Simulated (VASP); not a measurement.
A run of VASP 6.6.1:

Contents of INCAR:

```
SYSTEM = Zr
ALGO = Normal
EDIFF = 1E-6
ENCUT = 520
GGA = PE
ISIF = 2
ISMEAR = -1
LASPH = .TRUE.
LCHARG = .FALSE.
LREAL = .FALSE.
LWAVE = .FALSE.
NBANDS = 19
NELM = 80
PREC = Accurate
SIGMA = 0.1
```

The input KPOINTS:

```
k-points
0
G
  10 10 10
  0 0 0
```

The input POSCAR:

```
Zr
1.0
    0.0000000000      3.2260227466      3.2260227466
    3.2260227466      0.0000000000      3.2260227466
    3.2260227466      3.2260227466      0.0000000000
Zr
2
Direct
    0.1250000000      0.1250000000      0.1250000000
    0.8750000000      0.8750000000      0.8750000000
```

Potentials or basis: VASP PAW PBE potentials, release 64 (Zr_sv).

Run with:

```sh
$ cat potpaw_PBE.64/Zr_sv/POTCAR > POTCAR
$ mpirun -np 1 vasp_std > vasp.out
```

Hardware: 1 thread of Intel Xeon 6975P-C, with other jobs on the host.

Estimate the wall time of this run.

It took 81 s on 1 thread of Intel Xeon 6975P-C, on a shared host, peak memory 0.22 GiB. Counts: scf iterations 13, k points 47.
